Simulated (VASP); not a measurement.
# CdTe (F-43m) in VASP: single point with PBE

Aim: the single point of CdTe with PBE.

Everything below comes from runs of VASP 6.6.1. Logs are shortened: lines on timing, memory, paths and dates and some standing lists are left out, and cuts for length are marked.

### 1 The cell of the first run

The structure is cubic, space group F-43m (No. 216). Conventional cell: a = 6.449 Å, b = 6.449 Å, c = 6.449 Å, α = 90.00°, β = 90.00°, γ = 90.00°. Cd (site symmetry -43m) has 4 Te at 2.79 Å within 3.7 Å. Te (site symmetry -43m) has 4 Cd at 2.79 Å within 3.7 Å.

### 2 Single point, PBE (volume changed by -5%)

The input, INCAR:

```
SYSTEM = CdTe
  PREC = Accurate
  ENCUT = 500
  EDIFF = 1E-6
  ISMEAR = 0
  SIGMA = 0.01
  LREAL = .False.
  LASPH = .True.
  NELM = 120
  ALGO = Normal
  ISIF = 2
  LWAVE = .False.
  LCHARG = .True.
  GGA = PE
  LELF = .True.
  LVHAR = .True.
  NBANDS = 16
  GGA_COMPAT = .False.
```

The input, KPOINTS:

```
regular mesh
0
Gamma
  4 4 4
  0 0 0
```

The input, POSCAR:

```
CdTe
1.0
    0.0000000000      3.2242989544      3.2242989544
    3.2242989544      0.0000000000      3.2242989544
    3.2242989544      3.2242989544      0.0000000000
Cd Te
1 1
Direct
    0.0000000000      0.0000000000      0.0000000000
    0.2500000000      0.2500000000      0.2500000000
```

Potentials or basis: VASP PAW PBE potentials, release 64 (Cd, Te).

Run with:

```console
$ cat potpaw_PBE.64/Cd/POTCAR potpaw_PBE.64/Te/POTCAR > POTCAR
$ mpirun -np 1 vasp_std > vasp.out
```

OUTCAR:

```text
SYSTEM = CdTe
   PREC = Accurate
   ENCUT = 500
   EDIFF = 1E-6
   ISMEAR = 0
   LREAL = .False.
   LASPH = .True.
   NELM = 120
   ISIF = 2
   GGA = PE

 ion  position               nearest neighbor table
   1  0.000  0.000  0.000-   2 2.79   2 2.79   2 2.79   2 2.79
   2  0.250  0.250  0.250-   1 2.79   1 2.79   1 2.79   1 2.79

  LATTYP: Found a face centered cubic cell.
 ALAT       =     6.4485979088

  Lattice vectors:

 A1 = (   0.0000000000,   3.2242989544,   3.2242989544)
 A2 = (   3.2242989544,   0.0000000000,   3.2242989544)
 A3 = (   3.2242989544,   3.2242989544,   0.0000000000)

Analysis of symmetry for initial positions (statically):
=====================================================================
 Subroutine PRICEL returns:
 Original cell was already a primitive cell.

 Routine SETGRP: Setting up the symmetry group for a
 face centered cubic supercell.

 Subroutine GETGRP returns: Found 24 space group operations
 (whereof 24 operations were pure point group operations)
 out of a pool of 48 trial point group operations.

The static configuration has the point symmetry T_d .

Analysis of symmetry for dynamics (positions and initial velocities):
=====================================================================
 Subroutine PRICEL returns:
 Original cell was already a primitive cell.

 Routine SETGRP: Setting up the symmetry group for a
 face centered cubic supercell.

 Subroutine GETGRP returns: Found 24 space group operations
 (whereof 24 operations were pure point group operations)
 out of a pool of 48 trial point group operations.

The dynamic configuration has the point symmetry T_d .

 Subroutine INISYM returns: Found 24 space group operations
 (whereof 24 operations are pure point group operations),
 and found     1 'primitive' translations

----------------------------------------------------------------------------------------

                                     Primitive cell

  volume of cell :      67.0403

  direct lattice vectors                    reciprocal lattice vectors
     0.000000000  3.224298954  3.224298954    -0.155072469  0.155072469  0.155072469
     3.224298954  0.000000000  3.224298954     0.155072469 -0.155072469  0.155072469
     3.224298954  3.224298954  0.000000000     0.155072469  0.155072469 -0.155072469

  length of vectors
     4.559847310  4.559847310  4.559847310     0.268593395  0.268593395  0.268593395

  position of ions in fractional coordinates (direct lattice)
     0.000000000  0.000000000  0.000000000
     0.250000000  0.250000000  0.250000000

  ion indices of the primitive-cell ions
   primitive index   ion index
                 1           1
                 2           2

----------------------------------------------------------------------------------------

 KPOINTS: regular mesh

Automatic generation of k-mesh.
 Grid dimensions read from file:
 generate k-points for:    4    4    4

 Generating k-lattice:

  Cartesian coordinates                     Fractional coordinates (reciprocal lattice)
    -0.038768117  0.038768117  0.038768117     0.250000000  0.000000000  0.000000000
     0.038768117 -0.038768117  0.038768117     0.000000000  0.250000000  0.000000000
     0.038768117  0.038768117 -0.038768117     0.000000000  0.000000000  0.250000000

  Length of vectors
     0.067148349  0.067148349  0.067148349

  Shift w.r.t. Gamma in fractional coordinates (k-lattice)
     0.000000000  0.000000000  0.000000000

 Subroutine IBZKPT returns following result:
 ===========================================

 Found      8 irreducible k-points:

 Following reciprocal coordinates:
            Coordinates               Weight
  0.000000  0.000000  0.000000      1.000000
  0.250000  0.000000  0.000000      8.000000
  0.500000  0.000000  0.000000      4.000000
  0.250000  0.250000  0.000000      6.000000
  0.500000  0.250000  0.000000     24.000000
 -0.250000  0.250000  0.000000     12.000000
  0.500000  0.500000  0.000000      3.000000
 -0.250000  0.500000  0.250000      6.000000
   k-points           NKPTS =      8   k-points in BZ     NKDIM =      8   number of bands    NBANDS=     16
   number of dos      NEDOS =    301   number of ions     NIONS =      2
   total plane-waves  NPLWV =  46656
   dimension x,y,z NGX =    36 NGY =   36 NGZ =   36
   dimension x,y,z NGXF=    72 NGYF=   72 NGZF=   72
   ions per type =               1   1
   NGX,Y,Z   is equivalent  to a cutoff of  13.13, 13.13, 13.13 a.u.
   NGXF,Y,Z  is equivalent  to a cutoff of  26.25, 26.25, 26.25 a.u.
 SYSTEM =  CdTe
   PREC   = accura    normal or accurate (medium, high low for compatibility)
   ISTART =      0    job   : 0-new  1-cont  2-samecut
   ICHARG =      2    charge: 1-file 2-atom 10-const
   ISPIN  =      1    spin polarized calculation?
   LNONCOLLINEAR =      F non collinear calculations
   LSORBIT =      F    spin-orbit coupling
   LASPH  =      T    aspherical Exc in radial PAW
   ENCUT  =  500.0 eV  36.75 Ry    6.06 a.u.   8.31  8.31  8.31*2*pi/ulx,y,z
   NELM   =    120;   NELMIN=  2; NELMDL= -5     # of ELM steps
   EDIFF  = 0.1E-05   stopping-criterion for ELM
   LREAL  =      F    real-space projection
   EDIFFG = 0.1E-04   stopping-criterion for IOM
   NSW    =      0    number of steps for IOM
   IBRION =     -1    ionic relax: 0-MD 1-quasi-New 2-CG
   NFREE  =      0    steps in history (QN), initial steepest desc. (CG)
   ISIF   =      2    stress and relaxation
   ISYM   =      2    0-nonsym 1-usesym 2-fastsym
   POTIM  = 0.5000    time-step for ionic-motion
   TEBEG  =    0.0;   TEEND  =   0.0 temperature during run
   PSTRESS=    0.0 pullay stress
   NELECT =      18.0000    total number of electrons
   NUPDOWN=      -1.0000    fix difference up-down
   EMIN   =  10.00;   EMAX   =-10.00  energy-range for DOS
   EFERMI =   0.00;   METHOD = LEGACY
   ISMEAR =     0;   SIGMA  =   0.01  broadening in eV -4-tet -1-fermi 0-gaus
   EFERMI_NEDOS =   21; number of points for ismear=-14 and -15
   IALGO  =     38    algorithm
   IMIX   =      4    mixing-type and parameters
     AMIX     =   0.40;   BMIX     =  1.00
     AMIX_MAG =   1.60;   BMIX_MAG =  1.00
  volume/ion in A,a.u.               =      33.52       226.21
  Fermi-wavevector in a.u.,A,eV,Ry     =   1.056137  1.995810 15.176291  1.115426
  Thomas-Fermi vector in A             =   2.191362
   LORBIT       =      0    0 simple, 1 ext, 2 COOP (PROOUT), +10 PAW based schemes
   GGA     = PE    functional components
   LHFCALC =     F    Hartree Fock is set to
   AEXX    =    0.0000 exact exchange contribution
   IVDW    =     0    specifies the selected vdW correction
   LEPSILON=     F    determine dielectric tensor
   LRPA    =     F    only Hartree local field effects (RPA)
 non-spin polarized calculation
 Gauss-broadening in eV      SIGMA  =   0.01
  energy-cutoff  :      500.00
  volume of cell :       67.04
 maximum number of plane-waves:      1724
 NGX is ok and might be reduce to    36
   NGX = 17   NGY = 17   NGZ = 17

 number of electron      17.9999994 magnetization

 Free energy of the ion-electron system (eV)
  ---------------------------------------------------
  ext. energy  EPLUGINS =         0.00000000
  ---------------------------------------------------
  free energy    TOTEN  =        -4.69200548 eV

  energy without entropy =       -4.69200548  energy(sigma->0) =       -4.69200548

 E-fermi :   2.5617     XC(G=0):  -8.6374

 val. band max:        2.5119552504   @ k =   0.0000   0.0000   0.0000
 cond. band min:       3.3176519764   @ k =   0.0000   0.0000   0.0000
 fundamental gap:      0.8056967260
 Fermi energy:         2.5617201674

 k-point     1 :       0.0000    0.0000    0.0000
  band No.  band energies     occupation
      1      -8.7437      2.00000
      2      -5.8577      2.00000
      3      -5.8577      2.00000
      4      -5.8577      2.00000
      5      -5.5883      2.00000
      6      -5.5883      2.00000
[... 8 lines left out ...]
     15      11.8814      0.00000
     16      11.8814      0.00000

 k-point     2 :       0.2500    0.0000    0.0000
  band No.  band energies     occupation
      1      -8.5370      2.00000
      2      -5.8206      2.00000
      3      -5.8206      2.00000
      4      -5.6534      2.00000
      5      -5.5888      2.00000
      6      -5.5888      2.00000
[... 8 lines left out ...]
     15      10.9543      0.00000
     16      10.9543      0.00000

 k-point     3 :       0.5000    0.0000    0.0000
  band No.  band energies     occupation
      1      -8.3339      2.00000
      2      -5.7922      2.00000
      3      -5.7922      2.00000
      4      -5.5788      2.00000
      5      -5.5788      2.00000
      6      -5.2185      2.00000
[... 8 lines left out ...]
     15      12.8462      0.00000
     16      12.8462      0.00000

 k-point     4 :       0.2500    0.2500    0.0000
  band No.  band energies     occupation
      1      -8.4700      2.00000
      2      -5.7774      2.00000
      3      -5.7774      2.00000
      4      -5.6953      2.00000
      5      -5.5725      2.00000
      6      -5.5583      2.00000
[... 8 lines left out ...]
     15      12.4104      0.00000
     16      13.2102      0.00000

 k-point     5 :       0.5000    0.2500    0.0000
  band No.  band energies     occupation
      1      -8.2726      2.00000
      2      -5.7579      2.00000
      3      -5.7378      2.00000
      4      -5.6312      2.00000
      5      -5.5717      2.00000
      6      -5.1622      2.00000
[... 8 lines left out ...]
     15      13.0568      0.00000
     16      13.5705      0.00000

 k-point     6 :      -0.2500    0.2500    0.0000
  band No.  band energies     occupation
      1      -8.3366      2.00000
      2      -5.7747      2.00000
      3      -5.7731      2.00000
      4      -5.5968      2.00000
      5      -5.5961      2.00000
      6      -5.3018      2.00000
[... 8 lines left out ...]
     15      12.0833      0.00000
     16      13.6759      0.00000

 k-point     7 :       0.5000    0.5000    0.0000
  band No.  band energies     occupation
      1      -8.2098      2.00000
      2      -5.6990      2.00000
      3      -5.6872      2.00000
      4      -5.6872      2.00000
      5      -5.5565      2.00000
      6      -5.0717      2.00000
[... 8 lines left out ...]
     15      13.3368      0.00000
     16      14.1186      0.00000

 k-point     8 :      -0.2500    0.5000    0.2500
  band No.  band energies     occupation
      1      -8.2116      2.00000
      2      -5.7297      2.00000
      3      -5.7255      2.00000
      4      -5.6186      2.00000
      5      -5.5885      2.00000
      6      -4.9850      2.00000
[... 8 lines left out ...]
     15      13.6730      0.00000
     16      13.8676      0.00000

------------------------ aborting loop because EDIFF is reached ----------------------------------------

  FORCE on cell =-STRESS in cart. coord.  units (eV):
  Direction    XX          YY          ZZ          XY          YZ          ZX
  --------------------------------------------------------------------------------------
  -------------------------------------------------------------------------------------
  Total        1.5430785      1.5430785      1.5430785     -0.0000000      0.0000000      0.0000000
  in kB       36.8776043     36.8776043     36.8776043     -0.0000000      0.0000000      0.0000000
  external PRESSURE =      36.8776043 kB  Pullay stress =       0.0000000 kB

 VOLUME and BASIS-vectors are now :
 -----------------------------------------------------------------------------
  energy-cutoff  :      500.00
  volume of cell :       67.04
      direct lattice vectors                 reciprocal lattice vectors
     0.000000000  3.224298954  3.224298954    -0.155072469  0.155072469  0.155072469
     3.224298954  0.000000000  3.224298954     0.155072469 -0.155072469  0.155072469
     3.224298954  3.224298954  0.000000000     0.155072469  0.155072469 -0.155072469

 POSITION                                       TOTAL-FORCE (eV/Angst)
 -----------------------------------------------------------------------------------
      0.00000      0.00000      0.00000         0.000000      0.000000     -0.000000
      1.61215      1.61215      1.61215        -0.000000     -0.000000      0.000000
 -----------------------------------------------------------------------------------
    total drift:                                0.000000      0.000000      0.000000

  FREE ENERGIE OF THE ION-ELECTRON SYSTEM (eV)
  ---------------------------------------------------
  free  energy   TOTEN  =        -4.6920054764 eV

  energy  without entropy=       -4.6920054764  energy(sigma->0) =       -4.69200548
```

Wall time 19 s (1 thread of Intel Xeon 8259CL, shared host); peak memory 0.2 GiB.

Results:

```
Free energy            : -4.6920 eV
Pressure               : 3.7 GPa
Band gap on the k mesh : 0.81 eV, direct
```

Caveat: the k points lie up to 0.42 Å⁻¹ apart; spin-orbit coupling is left out, which moves the levels of the heavy elements.
